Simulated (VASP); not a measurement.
# Mg (R-3m) in VASP: further runs

Runs on Mg. Level: PBE. Tasks: single point.

Program: VASP 6.6.1. These are calculated values, not measurements. Logs are shortened: lines on timing, memory, paths and dates and some standing lists are left out, and cuts for length are marked.

### 1 The cell of the first run

Symmetry: R-3m, No. 166, trigonal system. Conventional cell: a = 3.017 Å, b = 3.017 Å, c = 21.882 Å, α = 90.00°, β = 90.00°, γ = 120.00°. Mg (site symmetry -3m) has 12 Mg at 3.00 to 3.02 Å within 3.9 Å. Mg (site symmetry 3m) has 12 Mg at 2.98 to 3.02 Å within 3.9 Å.

### 2 Single point, PBE

INCAR

```
ALGO = Normal
EDIFF = 1E-6
ENCUT = 520
GGA = PE
ISIF = 2
ISMEAR = 0
LASPH = True
LCHARG = False
LREAL = False
LWAVE = False
NBANDS = 10
NELM = 80
PREC = Accurate
SIGMA = 0.05
```

KPOINTS

```
k-points
0
Gamma
  12 12 12
```

POSCAR

```
Mg
1.0
    1.5087087354      0.8710533946      7.2938492218
   -1.5087087354      0.8710533946      7.2938492218
    0.0000000000     -1.7421067890      7.2938492218
Mg
3
Direct
    0.0000000000      0.0000000000      0.0000000000
    0.2219355900      0.2219355900      0.2219355900
    0.7780644100      0.7780644100      0.7780644100
```

Potentials or basis: VASP PAW PBE potentials, release 64 (Mg).

Started as:

```sh
> cat potpaw_PBE.64/Mg/POTCAR > POTCAR
> mpirun -np 1 vasp_std > vasp.out
```

OUTCAR:

```text
EDIFF = 1E-6
   ENCUT = 520
   GGA = PE
   ISIF = 2
   ISMEAR = 0
   LASPH = True
   LREAL = False
   NELM = 80
   PREC = Accurate

 ion  position               nearest neighbor table
   1  0.000  0.000  0.000-   3 3.00   2 3.00   3 3.00   3 3.00   2 3.00   2 3.00
   2  0.222  0.222  0.222-   3 2.98   3 2.98   3 2.98   1 3.00   1 3.00   1 3.00
   3  0.778  0.778  0.778-   2 2.98   2 2.98   2 2.98   1 3.00   1 3.00   1 3.00

  LATTYP: Found a trigonal (rhomboedric) cell.
 ALAT       =     7.4990114372
 COS(alpha) =     0.9190470325

  Lattice vectors:

 A1 = (   1.5087087354,   0.8710533946,   7.2938492218)
 A2 = (  -1.5087087354,   0.8710533946,   7.2938492218)
 A3 = (   0.0000000000,  -1.7421067890,   7.2938492218)

Analysis of symmetry for initial positions (statically):
=====================================================================
 Subroutine PRICEL returns:
 Original cell was already a primitive cell.

 Routine SETGRP: Setting up the symmetry group for a
 trigonal (rhombohedral) supercell.

 Subroutine GETGRP returns: Found 12 space group operations
 (whereof 12 operations were pure point group operations)
 out of a pool of 12 trial point group operations.

The static configuration has the point symmetry D_3d.

Analysis of symmetry for dynamics (positions and initial velocities):
=====================================================================
 Subroutine PRICEL returns:
 Original cell was already a primitive cell.

 Routine SETGRP: Setting up the symmetry group for a
 trigonal (rhombohedral) supercell.

 Subroutine GETGRP returns: Found 12 space group operations
 (whereof 12 operations were pure point group operations)
 out of a pool of 12 trial point group operations.

The dynamic configuration has the point symmetry D_3d.

 Subroutine INISYM returns: Found 12 space group operations
 (whereof 12 operations are pure point group operations),
 and found     1 'primitive' translations

----------------------------------------------------------------------------------------

                                     Primitive cell

  volume of cell :      57.5120

  direct lattice vectors                    reciprocal lattice vectors
     1.508708735  0.871053395  7.293849222     0.331409230  0.191339208  0.045700607
    -1.508708735  0.871053395  7.293849222    -0.331409230  0.191339208  0.045700607
     0.000000000 -1.742106789  7.293849222     0.000000000 -0.382678416  0.045700607

  length of vectors
     7.499011437  7.499011437  7.499011437     0.385397607  0.385397607  0.385397607

  position of ions in fractional coordinates (direct lattice)
     0.000000000  0.000000000  0.000000000
     0.221935590  0.221935590  0.221935590
     0.778064410  0.778064410  0.778064410

  ion indices of the primitive-cell ions
   primitive index   ion index
                 1           1
                 2           2
                 3           3

----------------------------------------------------------------------------------------

 KPOINTS: k-points

Automatic generation of k-mesh.
 Grid dimensions read from file:
 generate k-points for:   12   12   12

 Generating k-lattice:

  Cartesian coordinates                     Fractional coordinates (reciprocal lattice)
     0.027617436  0.015944934  0.003808384     0.083333333  0.000000000  0.000000000
    -0.027617436  0.015944934  0.003808384     0.000000000  0.083333333  0.000000000
     0.000000000 -0.031889868  0.003808384     0.000000000  0.000000000  0.083333333

  Length of vectors
     0.032116467  0.032116467  0.032116467

  Shift w.r.t. Gamma in fractional coordinates (k-lattice)
     0.000000000  0.000000000  0.000000000

 Subroutine IBZKPT returns following result:
 ===========================================

 Found    189 irreducible k-points:

 Following reciprocal coordinates:
            Coordinates               Weight
  0.000000  0.000000  0.000000      1.000000
  0.083333  0.000000  0.000000      6.000000
  0.166667  0.000000  0.000000      6.000000
  0.250000  0.000000  0.000000      6.000000
  0.333333  0.000000  0.000000      6.000000
  0.416667  0.000000 -0.000000      6.000000
[... 16 lines left out ...]
  0.500000  0.166667 -0.000000     12.000000
 -0.416667  0.166667 -0.000000     12.000000
 [... further k-points ...]
   k-points           NKPTS =    189   k-points in BZ     NKDIM =    189   number of bands    NBANDS=     10
   number of dos      NEDOS =    301   number of ions     NIONS =      3
   total plane-waves  NPLWV = 175616
   dimension x,y,z NGX =    56 NGY =   56 NGZ =   56
   dimension x,y,z NGXF=   112 NGYF=  112 NGZF=  112
   ions per type =               3
   NGX,Y,Z   is equivalent  to a cutoff of  12.41, 12.41, 12.41 a.u.
   NGXF,Y,Z  is equivalent  to a cutoff of  24.83, 24.83, 24.83 a.u.
 SYSTEM =  unknown system
   PREC   = accura    normal or accurate (medium, high low for compatibility)
   ISTART =      0    job   : 0-new  1-cont  2-samecut
   ICHARG =      2    charge: 1-file 2-atom 10-const
   ISPIN  =      1    spin polarized calculation?
   LNONCOLLINEAR =      F non collinear calculations
   LSORBIT =      F    spin-orbit coupling
   LASPH  =      T    aspherical Exc in radial PAW
   ENCUT  =  520.0 eV  38.22 Ry    6.18 a.u.  13.94 13.94 13.94*2*pi/ulx,y,z
   NELM   =     80;   NELMIN=  2; NELMDL= -5     # of ELM steps
   EDIFF  = 0.1E-05   stopping-criterion for ELM
   LREAL  =      F    real-space projection
[... 7 lines left out ...]
   TEBEG  =    0.0;   TEEND  =   0.0 temperature during run
   PSTRESS=    0.0 pullay stress
   NELECT =       6.0000    total number of electrons
   NUPDOWN=      -1.0000    fix difference up-down
   EMIN   =  10.00;   EMAX   =-10.00  energy-range for DOS
   EFERMI =   0.00;   METHOD = LEGACY
   ISMEAR =     0;   SIGMA  =   0.05  broadening in eV -4-tet -1-fermi 0-gaus
   EFERMI_NEDOS =   21; number of points for ismear=-14 and -15
   IALGO  =     38    algorithm
   IMIX   =      4    mixing-type and parameters
     AMIX     =   0.40;   BMIX     =  1.00
     AMIX_MAG =   1.60;   BMIX_MAG =  1.00
  volume/ion in A,a.u.               =      19.17       129.37
  Fermi-wavevector in a.u.,A,eV,Ry     =   0.770677  1.456369  8.081090  0.593943
  Thomas-Fermi vector in A             =   1.871932
   LORBIT       =      0    0 simple, 1 ext, 2 COOP (PROOUT), +10 PAW based schemes
   GGA     = PE    functional components
   LHFCALC =     F    Hartree Fock is set to
   AEXX    =    0.0000 exact exchange contribution
   IVDW    =     0    specifies the selected vdW correction
   LEPSILON=     F    determine dielectric tensor
   LRPA    =     F    only Hartree local field effects (RPA)
 non-spin polarized calculation
 Gauss-broadening in eV      SIGMA  =   0.05
  energy-cutoff  :      520.00
  volume of cell :       57.51
 maximum number of plane-waves:      1594
   NGX = 27   NGY = 27   NGZ = 27

 number of electron       6.0000000 magnetization

 Free energy of the ion-electron system (eV)
  ---------------------------------------------------
  ext. energy  EPLUGINS =         0.00000000
  ---------------------------------------------------
  free energy    TOTEN  =        -4.22836570 eV

  energy without entropy =       -4.22664885  energy(sigma->0) =       -4.22750727

 E-fermi :   3.5912     XC(G=0):  -9.0673

 val. band max:        3.5856691753   @ k =  -0.4167   0.3333   0.1667
 cond. band min:       3.5922624812   @ k =   0.5000   0.0000   0.0000
 fundamental gap:      0.0065933059
 Fermi energy:         3.5911867078

 k-point     1 :       0.0000    0.0000    0.0000
  band No.  band energies     occupation
      1      -4.0976      2.00000
      2      -1.3154      2.00000
      3      -1.2990      2.00000
      4       6.6816      0.00000
      5       6.6845      0.00000
      6      15.8413      0.00000
      7      15.8413      0.00000
      8      16.0440      0.00000
      9      16.0451      0.00000
     10      16.3344      0.00000

 k-point     2 :       0.0833    0.0000    0.0000
  band No.  band energies     occupation
      1      -3.9418      2.00000
      2      -1.3092      2.00000
      3      -1.0052      2.00000
      4       6.5290      0.00000
      5       7.0940      0.00000
      6      13.4543      0.00000
      7      14.2268      0.00000
      8      14.7588      0.00000
      9      15.3367      0.00000
     10      15.4732      0.00000

 k-point     3 :       0.1667    0.0000    0.0000
  band No.  band energies     occupation
      1      -3.4764      2.00000
      2      -1.0107      2.00000
      3      -0.4073      2.00000
      4       6.6175      0.00000
      5       7.7359      0.00000
      6      10.6988      0.00000
      7      11.6737      0.00000
      8      13.6440      0.00000
      9      13.7260      0.00000
     10      14.2307      0.00000

 k-point     4 :       0.2500    0.0000    0.0000
  band No.  band energies     occupation
      1      -2.7068      2.00000
      2      -0.4160      2.00000
      3       0.4784      2.00000
      4       6.7508      0.00000
      5       8.0939      0.00000
      6       8.6230      0.00000
      7       9.5077      0.00000
      8      11.3541      0.00000
      9      12.9279      0.00000
     10      13.3118      0.00000
[... 222 lines left out ...]
 k-point    22 :       0.4167    0.1667    0.0000
  band No.  band energies     occupation
      1      -1.1269      2.00000
      2       0.5225      2.00000
      3       2.5422      2.00000
      4       5.6207      0.00000
      5       7.1991      0.00000
      6       7.3123      0.00000
      7       7.9069      0.00000
      8       8.9042      0.00000
      9       9.6380      0.00000
     10      11.9908      0.00000

 k-point    23 :       0.5000    0.1667   -0.0000
  band No.  band energies     occupation
      1       0.2216      2.00000
      2       1.6815      2.00000
      3       3.3485      2.00000
      4       4.2413      0.00000
      5       5.5952      0.00000
      6       6.5545      0.00000
      7       7.3821      0.00000
      8       8.0656      0.00000
      9       9.3774      0.00000
     10      12.1173      0.00000

 k-point    24 :      -0.4167    0.1667   -0.0000
  band No.  band energies     occupation
      1       1.6395      2.00000
      2       1.8639      2.00000
      3       2.9685      2.00000
      4       4.1327      0.00000
      5       4.7756      0.00000
      6       5.6850      0.00000
      7       7.4474      0.00000
      8       7.8616      0.00000
      9      10.2100      0.00000
     10      11.6624      0.00000

 [... further k-points ...]

------------------------ aborting loop because EDIFF is reached ----------------------------------------

  FORCE on cell =-STRESS in cart. coord.  units (eV):
  Direction    XX          YY          ZZ          XY          YZ          ZX
  --------------------------------------------------------------------------------------
  -------------------------------------------------------------------------------------
  Total        3.3301247      3.3301247      3.3048251      0.0000000      0.0000000      0.0000000
  in kB       92.7711347     92.7711347     92.0663326      0.0000000      0.0000000      0.0000000
  external PRESSURE =      92.5362007 kB  Pullay stress =       0.0000000 kB

 VOLUME and BASIS-vectors are now :
 -----------------------------------------------------------------------------
  energy-cutoff  :      520.00
  volume of cell :       57.51
      direct lattice vectors                 reciprocal lattice vectors
     1.508708735  0.871053395  7.293849222     0.331409230  0.191339208  0.045700607
    -1.508708735  0.871053395  7.293849222    -0.331409230  0.191339208  0.045700607
     0.000000000 -1.742106789  7.293849222     0.000000000 -0.382678416  0.045700607

 POSITION                                       TOTAL-FORCE (eV/Angst)
 -----------------------------------------------------------------------------------
      0.00000      0.00000      0.00000         0.000000     -0.000000      0.000000
      0.00000      0.00000      4.85629        -0.000000      0.000000      0.023738
      0.00000      0.00000     17.02525        -0.000000     -0.000000     -0.023738
 -----------------------------------------------------------------------------------
    total drift:                                0.000000      0.000000     -0.000000

  FREE ENERGIE OF THE ION-ELECTRON SYSTEM (eV)
  ---------------------------------------------------
  free  energy   TOTEN  =        -4.2283656971 eV

  energy  without entropy=       -4.2266488515  energy(sigma->0) =       -4.22750727
```

Wall time 5.1 min (1 thread of Intel Xeon Platinum 8259CL at 2.50GHz (Skylake/Cascade Lake), shared host); peak memory 0.45 GiB.

Results:

| Item | Value |
| --- | --- |
| Free energy | -4.2284 eV |
| Pressure | 9.3 GPa |
| Largest force | 0.024 eV/Å |
| Band gap on the k mesh | zero (bands 3 and 4 overlap by 2.26 eV) |

Forces on the atoms (eV/Å):
```
Mg   0.000  0.000  0.000
Mg   0.000  0.000  0.024
Mg   0.000  0.000 -0.024
```

Levels at points of the mesh, in eV from the Fermi level:
```tsv
k point	band 1	band 2	band 3	band 4	band 5	band 6	band 7
(0.00, 0.00, 0.00)	-7.69	-4.91	-4.89	3.09	3.09	12.25	12.25
(0.50, 0.00, 0.00)	-2.37	-2.20	-0.92	0.00	1.15	1.46	6.19
(0.50, 0.50, 0.00)	-2.14	-1.99	-1.50	-0.72	2.17	2.50	4.87
(0.50, 0.50, 0.50)	-6.99	-6.97	-1.88	-1.10	8.67	8.69	12.03
```

Caveat: the cell stands under pressure.

### 3 Single point, PBE

This run uses another cell than the first one, of 22.55 Å³/atom.

INCAR

```
  PREC = Accurate
  ENCUT = 520
  EDIFF = 1E-7
  ISMEAR = 0
  SIGMA = 0.05
  LREAL = False
  LASPH = True
  NELM = 80
  ALGO = Normal
  ISIF = 2
  LWAVE = False
  LCHARG = False
  GGA = PE
  NBANDS = 10
```

KPOINTS

```
regular mesh
0
Gamma
  12 12 12
```

POSCAR

```
Mg
1.0
    1.5926943142      0.9195424911      7.6998773267
   -1.5926943142      0.9195424911      7.6998773267
    0.0000000000     -1.8390849821      7.6998773267
Mg
3
Direct
    0.0000000000      0.0000000000      0.0000000000
    0.2219355900      0.2219355900      0.2219355900
    0.7780644100      0.7780644100      0.7780644100
```

Potentials or basis: VASP PAW PBE potentials, release 64 (Mg).

Started as:

```sh
> cat potpaw_PBE.64/Mg/POTCAR > POTCAR
> mpirun -np 1 vasp_std > vasp.out
```

Run time: 6.1 min. Hardware: 1 thread of Intel Xeon Platinum 8259CL at 2.50GHz (Skylake/Cascade Lake), shared host; peak memory 0.52 GiB.

The run converged. Its results:

| Quantity | Value |
| --- | --- |
| Free energy | -4.5062 eV |
| Pressure | 0.6 GPa |
| Largest force | 0.011 eV/Å |
| Band gap on the k mesh | zero (bands 3 and 4 overlap by 2.22 eV) |

Forces on the atoms (eV/Å):
```
Mg   0.000  0.000  0.000
Mg   0.000  0.000  0.011
Mg   0.000  0.000 -0.011
```

Levels at points of the mesh, in eV from the Fermi level:
```tsv
k point	band 1	band 2	band 3	band 4	band 5	band 6
(0.00, 0.00, 0.00)	-6.97	-4.47	-4.45	2.78	2.78	11.20
(0.50, 0.00, 0.00)	-2.10	-2.06	-0.81	-0.06	1.00	1.32
(0.50, 0.50, 0.00)	-1.92	-1.85	-1.32	-0.76	1.93	2.36
(0.50, 0.50, 0.50)	-6.35	-6.33	-1.64	-1.14	7.89	7.91
```
